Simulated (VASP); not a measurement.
Set up this calculation in VASP 6.6.1, as the native input.

```yaml
Task: single point
Functional: PBE
Potentials_or_basis: VASP PAW PBE potentials, release 64 (Al, H)
Cutoff: 520 eV
k_mesh: 9 × 3 × 1
Occupations: gaussian, width 0.1 eV
Spin: no spin polarisation
Dipole_correction: yes
Further_INCAR_settings: ALGO = Normal; EDIFF = 1e-06; NBANDS = 25
```

The structure of Al9H lies in POSCAR:

```
Al9H
1.0
    2.8543223330      0.0000000000      0.0000000000
   -1.4271611665      9.7033329366      0.0000000000
    0.0000000000      0.0000000000     21.7902708969
Al H
9 1
Direct
    0.5324485604      0.0648971207      0.1835681630
    0.6709687938      0.3419375876      0.2292758741
    0.2986728405      0.5973456810      0.2384174163
    0.9263768872      0.8527537744      0.2475589585
    0.0639738222      0.1277383808      0.2937147080
    0.1995905480      0.4042696935      0.3452583266
    0.8288544886      0.6597110299      0.3524478004
    0.4526361687      0.9111292155      0.3607640453
    0.5925232094      0.1814597089      0.4034034702
    0.5925232094      0.1814597089      0.4575560783
```

These files were run (other wordings do the same):

INCAR

```
SYSTEM = Al9H
PREC = Accurate ; ENCUT = 520
EDIFF = 1E-6 ; ISMEAR = 0
SIGMA = 0.1 ; LREAL = .FALSE.
LASPH = .TRUE. ; NELM = 80
ALGO = Normal ; ISIF = 2
LWAVE = .FALSE. ; LCHARG = .FALSE.
LDIPOL = .TRUE. ; IDIPOL = 3
DIPOL = 0.5 0.5 0.311 ; GGA = PE
NBANDS = 25
```

KPOINTS

```
regular mesh
0
G
  9 3 1
  0 0 0
```

Potentials or basis: VASP PAW PBE potentials, release 64 (Al, H).

Command:

```sh
$ cat potpaw_PBE.64/Al/POTCAR potpaw_PBE.64/H/POTCAR > POTCAR
$ mpirun -np 1 vasp_std > vasp.out
```

It gave:

* Largest force: 13.094 eV/Å
* Band gap on the k mesh: zero (bands 14 and 15 overlap by 0.66 eV)

Run time: 6.3 min on 1 thread of Intel(R) Xeon(R) 6975P-C (Granite Rapids), on a shared host, peak memory 0.72 GiB.
